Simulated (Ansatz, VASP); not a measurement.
Two plane-wave programs on P

File POSCAR:

```
P
1.0
   -1.6915100431      2.5151650373      2.0076596667
    1.6915100431     -2.5151650373      2.0076596667
    1.6915100431      2.5151650373     -2.0076596667
P
2
Direct
    0.8033091100      0.0533091100      0.7500000000
    0.1966908900      0.9466908900      0.2500000000
```

Contents of INCAR.step1:

```
PREC     = Accurate       # precision mode
ENCUT    = 520            # plane-wave cutoff, eV
ISMEAR   = 0              # smearing method
SIGMA    = 0.15           # smearing width, eV
LREAL    = False          # projectors in reciprocal space
LASPH    = True           # aspherical terms in the spheres
NELM     = 100            # most SCF steps
NBANDS   = 12             # bands
GGA      = PE             # functional
ALGO     = Normal         # electronic algorithm
EDIFF    = 1E-4           # SCF threshold, eV
LWAVE    = True           # write WAVECAR
LCHARG   = False          # write CHGCAR
```

INCAR.step2

```
PREC     = Accurate       # precision mode
ENCUT    = 520            # plane-wave cutoff, eV
EDIFF    = 1E-6           # SCF threshold, eV
ISMEAR   = 0              # smearing method
SIGMA    = 0.15           # smearing width, eV
LREAL    = False          # projectors in reciprocal space
LASPH    = True           # aspherical terms in the spheres
NELM     = 100            # most SCF steps
ALGO     = Normal         # electronic algorithm
ISIF     = 2              # what is computed and relaxed
LWAVE    = False          # write WAVECAR
LCHARG   = False          # write CHGCAR
METAGGA  = R2SCAN         # meta-GGA
LMIXTAU  = True         
NBANDS   = 12             # bands
ISTART   = 1
```

File KPOINTS:

```
regular mesh
0
Gamma
  18 18 18
```

Input for Ansatz:

```yaml
crystal:
  lattice:
    - [-1.6915100431, 2.5151650373, 2.0076596667]
    - [1.6915100431, -2.5151650373, 2.0076596667]
    - [1.6915100431, 2.5151650373, -2.0076596667]
  atoms:
    - { symbol: P, position: [0.80330911, 0.05330911, 0.75] }
    - { symbol: P, position: [0.19669089, 0.94669089, 0.25] }
basis:
  ecutwfc: 500
kpoints:
  mp_grid: { grid: [18, 18, 18] }
hamiltonian:
  xc: r2scan
scf:
  occupations: { method: gaussian, width: 0.15 }
output:
  forces: true
  stress: true
  eigenvalues: true
```

Change from the starting cell: strain +0.000 along x and y, +0.080 along z, atoms carried along.

Alike in both runs: task single point; functional r2SCAN; k mesh 18 × 18 × 18; occupations gaussian, width 0.15 eV; no spin polarisation.

|  | VASP | Ansatz |
| --- | --- | --- |
| version | VASP 6.6.1 | Ansatz 0.2.0 |
| potentials or method | VASP PAW PBE potentials, release 64 (P), cutoff 520 eV | scalar-relativistic, plane waves, PAW |
| valence electrons in the cell | 10 | 10 |

Ansatz gave:

* gap on the k mesh at the Fermi level (eV): none
* pressure (GPa): -4.4
* traceless stress, the component that is largest in VASP (GPa): -5.76
* rms of the force components (eV/Å): 0.488

Problem. Estimate VASP's values.

Solution. gap on the k mesh at the Fermi level (eV): none; pressure (GPa): -4.8; traceless stress, the component that is largest in VASP (GPa): -5.86; rms of the force components (eV/Å): 0.533.

VASP's potentials were made for PBE, not for r2SCAN. Atom by atom the forces differ by 0.045 eV/Å (rms over components). A gap of «none» marks a metal or a gap that the smearing closes.
